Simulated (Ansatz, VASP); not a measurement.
Be: VASP beside Ansatz

File POSCAR:

```
Be
1.0
    0.0000000000      1.5583897240      1.5583897240
    1.5583897240      0.0000000000      1.5583897240
    1.5583897240      1.5583897240      0.0000000000
Be
1
Direct
    0.0000000000      0.0000000000      0.0000000000
```

The input INCAR.step1:

```
PREC = Accurate ; ENCUT = 520
ISMEAR = -1 ; SIGMA = 0.1
LREAL = False ; LASPH = True
NELM = 60 ; NBANDS = 7
GGA = PE ; ALGO = Normal
EDIFF = 1E-4 ; LWAVE = True
LCHARG = False
```

INCAR.step2

```
PREC = Accurate ; ENCUT = 520
EDIFF = 1E-6 ; ISMEAR = -1
SIGMA = 0.1 ; LREAL = False
LASPH = True ; NELM = 60
ALGO = Normal ; ISIF = 2
LWAVE = False ; LCHARG = False
METAGGA = R2SCAN ; LMIXTAU = True
NBANDS = 7 ; ISTART = 1
```

KPOINTS

```
regular mesh
0
Gamma
  19 19 19
```

Input for Ansatz:

```yaml
crystal:
  lattice:
    - [0.0, 1.558389724, 1.558389724]
    - [1.558389724, 0.0, 1.558389724]
    - [1.558389724, 1.558389724, 0.0]
  atoms:
    - { symbol: Be, position: [0.0, 0.0, 0.0] }
hamiltonian:
  xc: r2scan
  pseudopotentials:
    kind: paw
    azcp:
      Be: "pseudopotentials/Be.paw.azcp"
basis:
  ecutwfc: 500
  fft_grid_basis: typed
kpoints:
  mp_grid: { grid: [19, 19, 19], shift: [0, 0, 0] }
magnetization:
  spin_polarized: false
scf:
  occupations: { method: fermi_dirac, width: 0.1 }
  lower_state_search: "off"
output:
  stress: true
```

Alike in both runs: task single point; functional r2SCAN; k mesh 19 × 19 × 19; occupations fermi-dirac, width 0.1 eV; no spin polarisation.

|  | VASP | Ansatz |
| --- | --- | --- |
| version | VASP 6.6.1 | Ansatz 0.2.0 |
| potentials or method | VASP PAW PBE potentials, release 64 (Be), cutoff 520 eV | plane waves (500 eV) with PAW, scalar-relativistic |
| valence electrons in the cell | 2 | 2 |

Ansatz gave:

* pressure (GPa): 5.3

Question: What did VASP give for the same quantities?

Answer: Pressure (GPa): 5.5.

VASP's potentials were made for PBE, not for r2SCAN. The functional is the same, so the differences come from potentials, cutoffs and numerics.
